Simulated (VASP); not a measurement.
A run of VASP 6.6.1:

File POSCAR:

```
LiGa3
1.0
    4.0715480000      0.0000000000      0.0000000000
    0.0000000000      4.0715480000      0.0000000000
    0.0000000000      0.0000000000      4.0715480000
Li Ga
1 3
Direct
    0.0000000000      0.0000000000      0.0000000000
    0.5000000000      0.0000000000      0.5000000000
    0.0000000000      0.5000000000      0.5000000000
    0.5000000000      0.5000000000      0.0000000000
```

INCAR.step1

```
SYSTEM = LiGa3
PREC = Accurate
ENCUT = 520
ISMEAR = 1
SIGMA = 0.1
LREAL = .False.
LASPH = .True.
NELM = 100
NBANDS = 29
GGA = PE
ALGO = Normal
EDIFF = 1E-4
LWAVE = .True.
LCHARG = .False.
```

The input INCAR.step2:

```
SYSTEM = LiGa3
PREC = Accurate
ENCUT = 520
EDIFF = 1E-6
ISMEAR = 1
SIGMA = 0.1
LREAL = .False.
LASPH = .True.
NELM = 100
ALGO = Normal
ISIF = 2
LWAVE = .False.
LCHARG = .True.
METAGGA = R2SCAN
LMIXTAU = .True.
LELF = .True.
LVHAR = .True.
NBANDS = 29
ISTART = 1
```

Contents of KPOINTS:

```
Automatic mesh
0
Gamma
  6 6 6
  0 0 0
```

Potentials or basis: VASP PAW PBE potentials, release 64 (Li_sv, Ga_d).

Command:

```console
$ cat potpaw_PBE.64/Li_sv/POTCAR potpaw_PBE.64/Ga_d/POTCAR > POTCAR
$ cp INCAR.step1 INCAR
$ mpirun -np 1 vasp_std > vasp.out
$ cp INCAR.step2 INCAR
$ mpirun -np 1 vasp_std > vasp.out
```

Hardware: 1 thread of Intel(R) Xeon(R) Platinum 8559C (Emerald Rapids), on a shared host.

Problem. Estimate the wall time of this run.

Solution. Wall time 2.1 min on 1 thread of Intel(R) Xeon(R) Platinum 8559C (Emerald Rapids) (shared host), peak memory 0.19 GiB. Counts: k points 20.
